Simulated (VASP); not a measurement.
# Al15SbN16 (a cell with a defect) in VASP: relaxation of the atoms with PBE

Aim: the relaxation of the atoms of Al15SbN16 (a cell with a defect) with PBE.

Everything below comes from runs of VASP 6.6.1. Logs are shortened: lines on timing, memory, paths and dates and some standing lists are left out, and cuts for length are marked.

## 1. The cell of the first run

The cell holds a defect, 32 atoms: a = 6.226 Å, b = 6.226 Å, c = 9.962 Å, α = 90.00°, β = 90.00°, γ = 120.00°.

## 2. Relaxation of the atoms, PBE

INCAR

```
SYSTEM = Al15SbN16
  ALGO = Normal
  EDIFF = 1E-7
  EDIFFG = -0.03
  ENCUT = 520
  GGA = PE
  GGA_COMPAT = .False.
  IBRION = 2
  ISIF = 2
  ISMEAR = -1
  KPAR = 4
  LASPH = .True.
  LCHARG = .False.
  LREAL = Auto
  LWAVE = .False.
  NELM = 120
  NELMIN = 4
  NSW = 60
  PREC = Accurate
  SIGMA = 0.01
```

KPOINTS

```
k-points
0
Gamma
  4 4 2
  0 0 0
```

POSCAR

```
Al15SbN16
1.0
    6.2260000000      0.0000000000      0.0000000000
   -3.1130000000      5.3918741640      0.0000000000
    0.0000000000      0.0000000000      9.9620000000
Sb Al N
1 15 16
Direct
    0.1666666666      0.3333333334      0.0000000000
    0.1666666666      0.3333333334      0.5000000000
    0.1666666666      0.8333333334      0.0000000000
    0.1666666666      0.8333333334      0.5000000000
    0.6666666666      0.3333333334      0.0000000000
    0.6666666666      0.3333333334      0.5000000000
    0.6666666666      0.8333333334      0.0000000000
    0.6666666666      0.8333333334      0.5000000000
    0.3333333334      0.1666666666      0.2500000000
    0.3333333334      0.1666666666      0.7500000000
    0.3333333334      0.6666666666      0.2500000000
    0.3333333334      0.6666666666      0.7500000000
    0.8333333334      0.1666666666      0.2500000000
    0.8333333334      0.1666666666      0.7500000000
    0.8333333334      0.6666666666      0.2500000000
    0.8333333334      0.6666666666      0.7500000000
    0.1666666666      0.3333333334      0.1900000000
    0.1666666666      0.3333333334      0.6900000000
    0.1666666666      0.8333333334      0.1900000000
    0.1666666666      0.8333333334      0.6900000000
    0.6666666666      0.3333333334      0.1900000000
    0.6666666666      0.3333333334      0.6900000000
    0.6666666666      0.8333333334      0.1900000000
    0.6666666666      0.8333333334      0.6900000000
    0.3333333334      0.1666666666      0.4400000000
    0.3333333334      0.1666666666      0.9400000000
    0.3333333334      0.6666666666      0.4400000000
    0.3333333334      0.6666666666      0.9400000000
    0.8333333334      0.1666666666      0.4400000000
    0.8333333334      0.1666666666      0.9400000000
    0.8333333334      0.6666666666      0.4400000000
    0.8333333334      0.6666666666      0.9400000000
```

Potentials or basis: VASP PAW PBE potentials, release 64 (Sb, Al, N).

The run is started by

```bash
> cat potpaw_PBE.64/Sb/POTCAR potpaw_PBE.64/Al/POTCAR potpaw_PBE.64/N/POTCAR > POTCAR
> mpirun -np 4 vasp_std > vasp.out
```

OUTCAR:

```text
SYSTEM = Al15SbN16
   EDIFF = 1E-7
   EDIFFG = -0.03
   ENCUT = 520
   GGA = PE
   IBRION = 2
   ISIF = 2
   ISMEAR = -1
   LASPH = .True.
   LREAL = Auto
   NELM = 120
   NELMIN = 4
   NSW = 60
   PREC = Accurate

 ion  position               nearest neighbor table
   1  0.167  0.333  0.000-  17 1.89  30 1.89  28 1.89  26 1.89  13 3.07  14 3.07  11 3.07  12 3.07
                             9 3.07  10 3.07   5 3.11   5 3.11   7 3.11   3 3.11   3 3.11   7 3.11
   2  0.167  0.333  0.500-  18 1.89  29 1.89  27 1.89  25 1.89  13 3.07  14 3.07  11 3.07  12 3.07
                             9 3.07  10 3.07   6 3.11   6 3.11   8 3.11   4 3.11   4 3.11   8 3.11
   3  0.167  0.833  0.000-  19 1.89  32 1.89  26 1.89  28 1.89  15 3.07  16 3.07   9 3.07  10 3.07
                            11 3.07  12 3.07   7 3.11   7 3.11   1 3.11   1 3.11   5 3.11   5 3.11
   4  0.167  0.833  0.500-  20 1.89  31 1.89  25 1.89  27 1.89  15 3.07  16 3.07   9 3.07  10 3.07
                            11 3.07  12 3.07   8 3.11   8 3.11   2 3.11   2 3.11   6 3.11   6 3.11
   5  0.667  0.333  0.000-  21 1.89  26 1.89  32 1.89  30 1.89   9 3.07  10 3.07  15 3.07  16 3.07
                            13 3.07  14 3.07   1 3.11   1 3.11   7 3.11   7 3.11   3 3.11   3 3.11
   6  0.667  0.333  0.500-  22 1.89  25 1.89  31 1.89  29 1.89   9 3.07  10 3.07  15 3.07  16 3.07
                            13 3.07  14 3.07   2 3.11   2 3.11   8 3.11   8 3.11   4 3.11   4 3.11
   7  0.667  0.833  0.000-  23 1.89  28 1.89  30 1.89  32 1.89  11 3.07  12 3.07  13 3.07  14 3.07
                            15 3.07  16 3.07   3 3.11   3 3.11   5 3.11   5 3.11   1 3.11   1 3.11
   8  0.667  0.833  0.500-  24 1.89  27 1.89  29 1.89  31 1.89  11 3.07  12 3.07  13 3.07  14 3.07
                            15 3.07  16 3.07   4 3.11   4 3.11   6 3.11   6 3.11   2 3.11   2 3.11
   9  0.333  0.167  0.250-  25 1.89  21 1.89  19 1.89  17 1.89   5 3.07   6 3.07   3 3.07   4 3.07
[... 17 lines left out ...]
  19  0.167  0.833  0.190-   3 1.89  15 1.89   9 1.89  11 1.89
  20  0.167  0.833  0.690-   4 1.89  16 1.89  10 1.89  12 1.89
  21  0.667  0.333  0.190-   5 1.89   9 1.89  15 1.89  13 1.89
  22  0.667  0.333  0.690-   6 1.89  10 1.89  16 1.89  14 1.89
[... 8 lines left out ...]
  31  0.833  0.667  0.440-  15 1.89   4 1.89   6 1.89   8 1.89
  32  0.833  0.667  0.940-  16 1.89   3 1.89   5 1.89   7 1.89

  LATTYP: Found a hexagonal cell.
 ALAT       =     6.2260000000
 C/A-ratio  =     1.6000642467

  Lattice vectors:

 A1 = (   6.2260000000,   0.0000000000,   0.0000000000)
 A2 = (  -3.1130000000,   5.3918741640,   0.0000000000)
 A3 = (   0.0000000000,   0.0000000000,   9.9620000000)

Analysis of symmetry for initial positions (statically):
=====================================================================
 Subroutine PRICEL returns:
 Original cell was already a primitive cell.

 Routine SETGRP: Setting up the symmetry group for a
 hexagonal supercell.
[... 204 lines left out ...]

 number of electron     129.9999975 magnetization

 Free energy of the ion-electron system (eV)
  ---------------------------------------------------
  ext. energy  EPLUGINS =         0.00000000
  ---------------------------------------------------
  free energy    TOTEN  =      -227.50888836 eV

  energy without entropy =     -227.50561498  energy(sigma->0) =     -227.50725167

------------------------ aborting loop because EDIFF is reached ----------------------------------------

  FORCE on cell =-STRESS in cart. coord.  units (eV):
  Direction    XX          YY          ZZ          XY          YZ          ZX
  --------------------------------------------------------------------------------------
  -------------------------------------------------------------------------------------
  Total       28.1461641     28.1461641     34.2167173      0.0000000      0.0000000      0.0000000
  in kB      134.8448600    134.8448600    163.9281443      0.0000000      0.0000000      0.0000000
  external PRESSURE =     144.5392881 kB  Pullay stress =       0.0000000 kB
[... 179 lines left out ...]
  FREE ENERGIE OF THE ION-ELECTRON SYSTEM (eV)
  ---------------------------------------------------
  free  energy   TOTEN  =      -230.4644708024 eV

  energy  without entropy=     -230.4644708024  energy(sigma->0) =     -230.46447080

 E-fermi :  10.0290     XC(G=0): -11.0391

 val. band max:        9.7424361209   @ k =   0.2500   0.2500   0.0000
 cond. band min:      10.5126024809   @ k =   0.0000   0.0000   0.5000
 fundamental gap:      0.7701663600
 Fermi energy:        10.0289782692

 k-point     1 :       0.0000    0.0000    0.0000
  band No.  band energies     occupation
      1      -8.9171      2.00000
      2      -8.0195      2.00000
      3      -7.7909      2.00000
      4      -6.8943      2.00000
      5      -6.8081      2.00000
      6      -6.8081      2.00000
[... 629 lines left out ...]
     76      13.5348      0.00000
     77      13.5509      0.00000
 [bands above 77 left out]

[... ionic steps 4 to 19 ...]

--------------------------------------- Ionic step       20  -------------------------------------------

 number of electron     129.9999997 magnetization

------------------------ aborting loop because EDIFF is reached ----------------------------------------
[... 127 lines left out ...]
--------------------------------------- Ionic step       22  -------------------------------------------

 number of electron     129.9999998 magnetization

 Free energy of the ion-electron system (eV)
  ---------------------------------------------------
  ext. energy  EPLUGINS =         0.00000000
  ---------------------------------------------------
  free energy    TOTEN  =      -231.26517467 eV

  energy without entropy =     -231.26517467  energy(sigma->0) =     -231.26517467

 E-fermi :   8.9921     XC(G=0): -11.0397

 val. band max:        8.7262028166   @ k =   0.2500   0.2500   0.0000
 cond. band min:      10.4245849211   @ k =   0.0000   0.0000   0.5000
 fundamental gap:      1.6983821046
 Fermi energy:         8.9920552785

 k-point     1 :       0.0000    0.0000    0.0000
  band No.  band energies     occupation
      1      -8.9822      2.00000
      2      -8.1542      2.00000
      3      -7.7170      2.00000
      4      -6.9476      2.00000
      5      -6.9476      2.00000
      6      -6.9432      2.00000
[... 629 lines left out ...]
     76      13.6442      0.00000
     77      13.6990      0.00000
 [bands above 77 left out]

------------------------ aborting loop because EDIFF is reached ----------------------------------------

  FORCE on cell =-STRESS in cart. coord.  units (eV):
  Direction    XX          YY          ZZ          XY          YZ          ZX
  --------------------------------------------------------------------------------------
  -------------------------------------------------------------------------------------
  Total       20.7613968     20.7613968     28.1253615      0.0000000      0.0000000      0.0000000
  in kB       99.4653350     99.4653350    134.7451972      0.0000000      0.0000000      0.0000000
  external PRESSURE =     111.2252890 kB  Pullay stress =       0.0000000 kB
[... 47 lines left out ...]
  FREE ENERGIE OF THE ION-ELECTRON SYSTEM (eV)
  ---------------------------------------------------
  free  energy   TOTEN  =      -231.2651746724 eV

  energy  without entropy=     -231.2651746724  energy(sigma->0) =     -231.26517467

 reached required accuracy - stopping structural energy minimisation
```

OSZICAR:

```text
N       E                     dE             d eps       ncg     rms          rms(c)
DAV:   1     0.626388746439E+03    0.62639E+03   -0.60934E+04  1312   0.144E+03
DAV:   2    -0.201537453839E+03   -0.82793E+03   -0.80414E+03  1674   0.286E+02
DAV:   3    -0.265339186541E+03   -0.63802E+02   -0.62603E+02  1568   0.863E+01
DAV:   4    -0.266841039478E+03   -0.15019E+01   -0.14797E+01  1528   0.135E+01
[... 243 lines left out ...]
DAV:   4    -0.231265173530E+03    0.21625E-04   -0.76144E-05  1552   0.398E-02    0.920E-03
DAV:   5    -0.231265175113E+03   -0.15822E-05   -0.26821E-05  1560   0.202E-02    0.689E-03
DAV:   6    -0.231265174885E+03    0.22736E-06   -0.26443E-06  1552   0.662E-03    0.398E-03
DAV:   7    -0.231265174739E+03    0.14598E-06   -0.23366E-07  1176   0.231E-03    0.203E-03
DAV:   8    -0.231265174672E+03    0.66913E-07   -0.15176E-07  1032   0.198E-03
  22 F= -.23126517E+03 E0= -.23126517E+03  d E =-.355541E-03
```

It took 16 min on 4 MPI ranks of Intel Xeon 6975P-C (Granite Rapids), shared host; peak memory 0.59 GiB.

What came out:

- Free energy: -231.2652 eV
- Energy gained by relaxing: 117.4 meV/atom
- Ionic steps: 22
- Pressure after relaxing: 11.1 GPa
- Largest force after relaxing: 0.021 eV/Å
- Band gap on the k mesh: 1.70 eV

Forces in eV/Å, atoms in the order of the input:
```
Sb   0.000  0.000  0.009
Al   0.000  0.000 -0.006
Al   0.004  0.002  0.008
Al  -0.001 -0.001 -0.016
Al   0.000 -0.005  0.008
Al   0.000  0.001 -0.016
Al  -0.004  0.002  0.008
Al   0.001 -0.001 -0.016
Al   0.001  0.000  0.000
Al   0.002 -0.001  0.001
Al   0.000  0.001  0.000
Al   0.000  0.002  0.001
Al  -0.001  0.000  0.000
Al  -0.002 -0.001  0.001
Al   0.000  0.000  0.008
Al   0.000  0.000 -0.005
N    0.000  0.000  0.008
N    0.000  0.000  0.021
N   -0.004 -0.002  0.001
N   -0.004 -0.003 -0.002
N    0.000  0.004  0.001
N    0.000  0.005 -0.002
N    0.004 -0.002  0.001
N    0.004 -0.003 -0.002
N   -0.004  0.002  0.019
N    0.008 -0.005 -0.015
N    0.000 -0.005  0.019
N    0.000  0.009 -0.015
N    0.004  0.002  0.019
N   -0.008 -0.005 -0.015
N    0.000  0.000 -0.012
N    0.000  0.000 -0.009
```

Stress tensor (GPa, compression positive):
```
 9.95  0.00  0.00
 0.00  9.95  0.00
 0.00  0.00 13.47
```

Step by step:
| step | energy change (eV) | largest force (eV/Å) | pressure (GPa) |
| --- | --- | --- | --- |
| 1 | 0.0000 | 5.3976 | 14.45 |
| 2 | -2.9548 | 1.2368 | 12.70 |
| 3 | -2.9556 | 1.1675 | 12.68 |
| 4 | -3.1908 | 0.7352 | 12.47 |
| 5 | -3.2073 | 0.9396 | 12.45 |
| 6 | -3.3685 | 0.6620 | 12.21 |
| 7 | -3.4208 | 0.8639 | 12.02 |
| 8 | -3.5437 | 0.7260 | 11.69 |
| 9 | -3.5754 | 0.6153 | 11.45 |
| 10 | -3.6641 | 0.5542 | 11.31 |
| 11 | -3.6816 | 0.5884 | 11.24 |
| 12 | -3.7303 | 0.1889 | 10.98 |
| 13 | -3.7304 | 0.1830 | 10.99 |
| 14 | -3.7432 | 0.2061 | 11.03 |
| 15 | -3.7432 | 0.2060 | 11.03 |
| 16 | -3.7518 | 0.0796 | 11.05 |
| 17 | -3.7521 | 0.0874 | 11.05 |
| 18 | -3.7550 | 0.0681 | 11.09 |
| 19 | -3.7551 | 0.0634 | 11.10 |
| 20 | -3.7559 | 0.0380 | 11.10 |
| 21 | -3.7559 | 0.0380 | 11.10 |
| 22 | -3.7563 | 0.0210 | 11.12 |

Final structure:
```yaml
crystal:
  lattice:
    - [6.22600, 0.00000, 0.00000]
    - [-3.11300, 5.39187, 0.00000]
    - [0.00000, 0.00000, 9.96200]
  atoms:
    - { symbol: Sb, position: [0.16667, 0.33333, 0.00919] }
    - { symbol: Al, position: [0.16667, 0.33333, 0.47585] }
    - { symbol: Al, position: [0.16848, 0.83424, 0.99593] }
    - { symbol: Al, position: [0.16302, 0.83151, 0.50245] }
    - { symbol: Al, position: [0.66576, 0.33152, 0.99593] }
    - { symbol: Al, position: [0.66849, 0.33698, 0.50245] }
    - { symbol: Al, position: [0.66576, 0.83424, 0.99593] }
    - { symbol: Al, position: [0.66849, 0.83151, 0.50245] }
    - { symbol: Al, position: [0.33756, 0.16244, 0.26164] }
    - { symbol: Al, position: [0.33289, 0.16711, 0.73380] }
    - { symbol: Al, position: [0.33756, 0.67512, 0.26164] }
    - { symbol: Al, position: [0.33289, 0.66578, 0.73380] }
    - { symbol: Al, position: [0.82488, 0.16244, 0.26164] }
    - { symbol: Al, position: [0.83422, 0.16711, 0.73380] }
    - { symbol: Al, position: [0.83333, 0.66667, 0.24598] }
    - { symbol: Al, position: [0.83333, 0.66667, 0.75022] }
    - { symbol: N, position: [0.16667, 0.33333, 0.26532] }
    - { symbol: N, position: [0.16667, 0.33333, 0.68039] }
    - { symbol: N, position: [0.17030, 0.83515, 0.18742] }
    - { symbol: N, position: [0.15982, 0.82991, 0.68954] }
    - { symbol: N, position: [0.66485, 0.32970, 0.18742] }
    - { symbol: N, position: [0.67009, 0.34018, 0.68954] }
    - { symbol: N, position: [0.66485, 0.83515, 0.18742] }
    - { symbol: N, position: [0.67009, 0.82991, 0.68954] }
    - { symbol: N, position: [0.34126, 0.15874, 0.45036] }
    - { symbol: N, position: [0.34339, 0.15661, 0.92391] }
    - { symbol: N, position: [0.34126, 0.68252, 0.45036] }
    - { symbol: N, position: [0.34339, 0.68677, 0.92391] }
    - { symbol: N, position: [0.81748, 0.15874, 0.45036] }
    - { symbol: N, position: [0.81323, 0.15661, 0.92391] }
    - { symbol: N, position: [0.83333, 0.66667, 0.43597] }
    - { symbol: N, position: [0.83333, 0.66667, 0.94193] }
```

Caveat: spin-orbit coupling is left out, which moves the levels of the heavy elements.
